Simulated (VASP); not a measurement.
# AlNi3 (Pm-3m) in VASP: notebook

The runs below take AlNi3 through single point, with r2SCAN.

All numbers are computed with VASP 6.6.1; they aren't measurements. Logs are shortened: lines on timing, memory, paths and dates and some standing lists are left out, and cuts for length are marked.

## Step 1: The cell of the first run

The structure is cubic, space group Pm-3m (No. 221). Conventional cell: a = 3.454 Å, b = 3.454 Å, c = 3.454 Å, α = 90.00°, β = 90.00°, γ = 90.00°. Al (site symmetry m-3m) has 12 Ni at 2.44 Å within 3.2 Å. Ni (site symmetry 4/mmm) has 4 Al at 2.44 Å and 8 Ni at 2.44 Å within 3.2 Å.

## Step 2: Single point, r2SCAN, collinear spin, ferromagnetic start (10.30 Å³/atom)

POSCAR

```
AlNi3
1.0
    3.4541652982      0.0000000000      0.0000000000
    0.0000000000      3.4541652982      0.0000000000
    0.0000000000      0.0000000000      3.4541652982
Al Ni
1 3
Direct
    0.0000000000      0.0000000000      0.0000000000
    0.0000000000      0.5000000000      0.5000000000
    0.5000000000      0.0000000000      0.5000000000
    0.5000000000      0.5000000000      0.0000000000
```

INCAR.step1

```
PREC = Accurate
ENCUT = 520
ISMEAR = 0
SIGMA = 0.1
LREAL = False
LASPH = True
NELM = 150
ISPIN = 2
MAGMOM = 0 0.4 0.4 0.4
LMAXMIX = 4
NBANDS = 28
GGA = PE
ALGO = Normal
EDIFF = 1E-4
LWAVE = True
LCHARG = False
```

INCAR.step2

```
PREC = Accurate
ENCUT = 520
EDIFF = 1E-6
ISMEAR = 0
SIGMA = 0.1
LREAL = False
LASPH = True
NELM = 150
ALGO = Normal
ISIF = 2
LWAVE = False
LCHARG = False
ISPIN = 2
MAGMOM = 0 0.4 0.4 0.4
LORBIT = 11
LMAXMIX = 4
METAGGA = R2SCAN
LMIXTAU = True
NBANDS = 28
ISTART = 1
```

KPOINTS

```
Automatic mesh
0
Gamma
  12 12 12
```

Potentials or basis: VASP PAW PBE potentials, release 64 (Al, Ni).

Run with:

```bash
$ cat potpaw_PBE.64/Al/POTCAR potpaw_PBE.64/Ni/POTCAR > POTCAR
$ cp INCAR.step1 INCAR
$ mpirun -np 1 vasp_std > vasp.out
$ cp INCAR.step2 INCAR
$ mpirun -np 1 vasp_std > vasp.out
```

OUTCAR:

```text
PREC = Accurate
   ENCUT = 520
   EDIFF = 1E-6
   ISMEAR = 0
   LREAL = False
   LASPH = True
   NELM = 150
   ISIF = 2
   ISPIN = 2
   LORBIT = 11
   METAGGA = R2SCAN
   ISTART = 1

 ion  position               nearest neighbor table
   1  0.000  0.000  0.000-   2 2.44   3 2.44   4 2.44   2 2.44   3 2.44   2 2.44   4 2.44   2 2.44
                             3 2.44   4 2.44   3 2.44   4 2.44
   2  0.000  0.500  0.500-   1 2.44   3 2.44   4 2.44   1 2.44   4 2.44   1 2.44   3 2.44   1 2.44
                             3 2.44   4 2.44   4 2.44   3 2.44
   3  0.500  0.000  0.500-   1 2.44   2 2.44   4 2.44   1 2.44   4 2.44   2 2.44   4 2.44   4 2.44
                             1 2.44   2 2.44   1 2.44   2 2.44
   4  0.500  0.500  0.000-   1 2.44   2 2.44   3 2.44   2 2.44   3 2.44   1 2.44   3 2.44   3 2.44
                             1 2.44   2 2.44   2 2.44   1 2.44

  LATTYP: Found a simple cubic cell.
 ALAT       =     3.4541652982

  Lattice vectors:

 A1 = (   3.4541652982,   0.0000000000,   0.0000000000)
 A2 = (   0.0000000000,   3.4541652982,   0.0000000000)
 A3 = (   0.0000000000,   0.0000000000,   3.4541652982)

Analysis of symmetry for initial positions (statically):
=====================================================================
 Subroutine PRICEL returns:
 Original cell was already a primitive cell.

 Routine SETGRP: Setting up the symmetry group for a
 simple cubic supercell.

 Subroutine GETGRP returns: Found 48 space group operations
 (whereof 48 operations were pure point group operations)
 out of a pool of 48 trial point group operations.

The static configuration has the point symmetry O_h .

Analysis of symmetry for dynamics (positions and initial velocities):
=====================================================================
 Subroutine PRICEL returns:
 Original cell was already a primitive cell.

 Routine SETGRP: Setting up the symmetry group for a
 simple cubic supercell.

 Subroutine GETGRP returns: Found 48 space group operations
 (whereof 48 operations were pure point group operations)
 out of a pool of 48 trial point group operations.

The dynamic configuration has the point symmetry O_h .

Analysis of structural, dynamic, and magnetic symmetry:
=====================================================================
 Subroutine PRICEL returns:
 Original cell was already a primitive cell.

 Routine SETGRP: Setting up the symmetry group for a
 simple cubic supercell.

 Subroutine GETGRP returns: Found 48 space group operations
 (whereof 48 operations were pure point group operations)
 out of a pool of 48 trial point group operations.

The overall configuration has the point symmetry O_h .

 Subroutine INISYM returns: Found 48 space group operations
 (whereof 48 operations are pure point group operations),
 and found     1 'primitive' translations

----------------------------------------------------------------------------------------

                                     Primitive cell

  volume of cell :      41.2125

  direct lattice vectors                    reciprocal lattice vectors
     3.454165298  0.000000000  0.000000000     0.289505543  0.000000000  0.000000000
     0.000000000  3.454165298  0.000000000     0.000000000  0.289505543  0.000000000
     0.000000000  0.000000000  3.454165298     0.000000000  0.000000000  0.289505543

  length of vectors
     3.454165298  3.454165298  3.454165298     0.289505543  0.289505543  0.289505543

  position of ions in fractional coordinates (direct lattice)
     0.000000000  0.000000000  0.000000000
     0.000000000  0.500000000  0.500000000
     0.500000000  0.000000000  0.500000000
     0.500000000  0.500000000  0.000000000

  ion indices of the primitive-cell ions
   primitive index   ion index
                 1           1
                 2           2
                 3           3
                 4           4

----------------------------------------------------------------------------------------

 KPOINTS: Automatic mesh

Automatic generation of k-mesh.
 Grid dimensions read from file:
 generate k-points for:   12   12   12

 Generating k-lattice:

  Cartesian coordinates                     Fractional coordinates (reciprocal lattice)
     0.024125462  0.000000000  0.000000000     0.083333333  0.000000000  0.000000000
     0.000000000  0.024125462  0.000000000     0.000000000  0.083333333  0.000000000
     0.000000000  0.000000000  0.024125462     0.000000000  0.000000000  0.083333333

  Length of vectors
     0.024125462  0.024125462  0.024125462

  Shift w.r.t. Gamma in fractional coordinates (k-lattice)
     0.000000000  0.000000000  0.000000000

 Subroutine IBZKPT returns following result:
 ===========================================

 Found     84 irreducible k-points:

 Following reciprocal coordinates:
            Coordinates               Weight
  0.000000  0.000000  0.000000      1.000000
  0.083333  0.000000  0.000000      6.000000
  0.166667  0.000000  0.000000      6.000000
  0.250000  0.000000  0.000000      6.000000
  0.333333  0.000000  0.000000      6.000000
  0.416667  0.000000  0.000000      6.000000
[... 16 lines left out ...]
  0.333333  0.333333  0.000000     12.000000
  0.416667  0.333333  0.000000     24.000000
 [... further k-points ...]
   k-points           NKPTS =     84   k-points in BZ     NKDIM =     84   number of bands    NBANDS=     28
   number of dos      NEDOS =    301   number of ions     NIONS =      4
   total plane-waves  NPLWV =  21952
   dimension x,y,z NGX =    28 NGY =   28 NGZ =   28
   dimension x,y,z NGXF=    56 NGYF=   56 NGZF=   56
   ions per type =               1   3
   NGX,Y,Z   is equivalent  to a cutoff of  13.48, 13.48, 13.48 a.u.
   NGXF,Y,Z  is equivalent  to a cutoff of  26.95, 26.95, 26.95 a.u.
 SYSTEM =  unknown system
   PREC   = accura    normal or accurate (medium, high low for compatibility)
   ISTART =      1    job   : 0-new  1-cont  2-samecut
   ICHARG =      0    charge: 1-file 2-atom 10-const
   ISPIN  =      2    spin polarized calculation?
   LNONCOLLINEAR =      F non collinear calculations
   LSORBIT =      F    spin-orbit coupling
   LASPH  =      T    aspherical Exc in radial PAW
   ENCUT  =  520.0 eV  38.22 Ry    6.18 a.u.   6.42  6.42  6.42*2*pi/ulx,y,z
   NELM   =    150;   NELMIN=  2; NELMDL=  0     # of ELM steps
   EDIFF  = 0.1E-05   stopping-criterion for ELM
   LREAL  =      F    real-space projection
   EDIFFG = 0.1E-04   stopping-criterion for IOM
   NSW    =      0    number of steps for IOM
   IBRION =     -1    ionic relax: 0-MD 1-quasi-New 2-CG
   NFREE  =      0    steps in history (QN), initial steepest desc. (CG)
   ISIF   =      2    stress and relaxation
   ISYM   =      2    0-nonsym 1-usesym 2-fastsym
   POTIM  = 0.5000    time-step for ionic-motion
   TEBEG  =    0.0;   TEEND  =   0.0 temperature during run
   PSTRESS=    0.0 pullay stress
   NELECT =      33.0000    total number of electrons
   NUPDOWN=      -1.0000    fix difference up-down
   EMIN   =  10.00;   EMAX   =-10.00  energy-range for DOS
   EFERMI =   0.00;   METHOD = LEGACY
   ISMEAR =     0;   SIGMA  =   0.10  broadening in eV -4-tet -1-fermi 0-gaus
   EFERMI_NEDOS =   21; number of points for ismear=-14 and -15
   IALGO  =     38    algorithm
   IMIX   =      4    mixing-type and parameters
     AMIX     =   0.40;   BMIX     =  1.00
     AMIX_MAG =   1.60;   BMIX_MAG =  1.00
  volume/ion in A,a.u.               =      10.30        69.53
  Fermi-wavevector in a.u.,A,eV,Ry     =   1.520208  2.872777 31.443506  2.311033
  Thomas-Fermi vector in A             =   2.629090
   LORBIT       =     11    0 simple, 1 ext, 2 COOP (PROOUT), +10 PAW based schemes
   METAGGA = R2SCAN    functional components
   LHFCALC =     F    Hartree Fock is set to
   AEXX    =    0.0000 exact exchange contribution
   IVDW    =     0    specifies the selected vdW correction
   LEPSILON=     F    determine dielectric tensor
   LRPA    =     F    only Hartree local field effects (RPA)
 spin polarized calculation
 Gauss-broadening in eV      SIGMA  =   0.10
  energy-cutoff  :      520.00
  volume of cell :       41.21
 maximum number of plane-waves:      1141
 NGX is ok and might be reduce to    28
   NGX = 13   NGY = 13   NGZ = 13

 number of electron      32.9999969 magnetization       0.8464130

 Free energy of the ion-electron system (eV)
  ---------------------------------------------------
  ext. energy  EPLUGINS =         0.00000000
  ---------------------------------------------------
  free energy    TOTEN  =       -44.19480788 eV

  energy without entropy =      -44.18376226  energy(sigma->0) =      -44.18928507

 E-fermi :  10.6714     XC(G=0): -14.3136

 val. band max:       10.6679608170   @ k =   0.4167   0.4167   0.2500
 cond. band min:      10.6766774561   @ k =   0.1667   0.0833   0.0000
 fundamental gap:      0.0087166391
 Fermi energy:        10.6714304648

 spin component 1

 k-point     1 :       0.0000    0.0000    0.0000
  band No.  band energies     occupation
      1      -0.4441      1.00000
      2       5.4936      1.00000
      3       6.2344      1.00000
      4       6.2344      1.00000
      5       6.6103      1.00000
      6       6.6103      1.00000
[... 733 lines left out ...]
     27      25.4872      0.00000
     28      25.8888      0.00000

 [... further k-points ...]

 spin component 2

 k-point     1 :       0.0000    0.0000    0.0000
  band No.  band energies     occupation
      1      -0.5946      1.00000
      2       5.5532      1.00000
      3       6.4644      1.00000
      4       6.4644      1.00000
      5       7.1103      1.00000
      6       7.1103      1.00000
[... 733 lines left out ...]
     27      25.4691      0.00000
     28      25.9385      0.00000

 [... further k-points ...]

------------------------ aborting loop because EDIFF is reached ----------------------------------------

  FORCE on cell =-STRESS in cart. coord.  units (eV):
  Direction    XX          YY          ZZ          XY          YZ          ZX
  --------------------------------------------------------------------------------------
  -------------------------------------------------------------------------------------
  Total        3.7055293      3.7055293      3.7055293      0.0000000      0.0000000     -0.0000000
  in kB      144.0560445    144.0560445    144.0560445      0.0000000      0.0000000     -0.0000000
  external PRESSURE =     144.0560445 kB  Pullay stress =       0.0000000 kB

 VOLUME and BASIS-vectors are now :
 -----------------------------------------------------------------------------
  energy-cutoff  :      520.00
  volume of cell :       41.21
      direct lattice vectors                 reciprocal lattice vectors
     3.454165298  0.000000000  0.000000000     0.289505543  0.000000000  0.000000000
     0.000000000  3.454165298  0.000000000     0.000000000  0.289505543  0.000000000
     0.000000000  0.000000000  3.454165298     0.000000000  0.000000000  0.289505543

 POSITION                                       TOTAL-FORCE (eV/Angst)
 -----------------------------------------------------------------------------------
      0.00000      0.00000      0.00000         0.000000      0.000000      0.000000
      0.00000      1.72708      1.72708         0.000000      0.000000      0.000000
      1.72708      0.00000      1.72708         0.000000      0.000000      0.000000
      1.72708      1.72708      0.00000         0.000000      0.000000      0.000000
 -----------------------------------------------------------------------------------
    total drift:                                0.000000      0.000000      0.000000

  FREE ENERGIE OF THE ION-ELECTRON SYSTEM (eV)
  ---------------------------------------------------
  free  energy   TOTEN  =       -44.1948078829 eV

  energy  without entropy=      -44.1837622599  energy(sigma->0) =      -44.18928507

 total charge

# of ion       s       p       d       tot
------------------------------------------
    1        0.422   0.444   0.000   0.867
    2        0.550   0.632   8.426   9.609
    3        0.550   0.632   8.426   9.609
    4        0.550   0.632   8.426   9.609
--------------------------------------------------
tot          2.073   2.341  25.279  29.693

 magnetization (x)

# of ion       s       p       d       tot
------------------------------------------
    1       -0.001  -0.014   0.000  -0.015
    2       -0.007  -0.024   0.341   0.310
    3       -0.007  -0.024   0.341   0.310
    4       -0.007  -0.024   0.341   0.310
--------------------------------------------------
tot         -0.021  -0.087   1.022   0.914
```

Wall time 13 min (1 thread of Intel Xeon Platinum 8259CL at 2.50GHz (Skylake/Cascade Lake), shared host); peak memory 0.28 GiB.

What came out:

```
Free energy                                           : -44.1948 eV
Pressure                                              : 14.4 GPa
Net moment                                            : 0.85 μB per cell
Site moments                                          : Al -0.01; Ni +0.31 μB
Valence electrons inside the program's atomic spheres : Al 0.87; Ni 9.61
```

Caveat: the cell stands under pressure; the PAW data sets were made with another functional, which shifts forces and pressure a little.

[end of part 1 of 2]
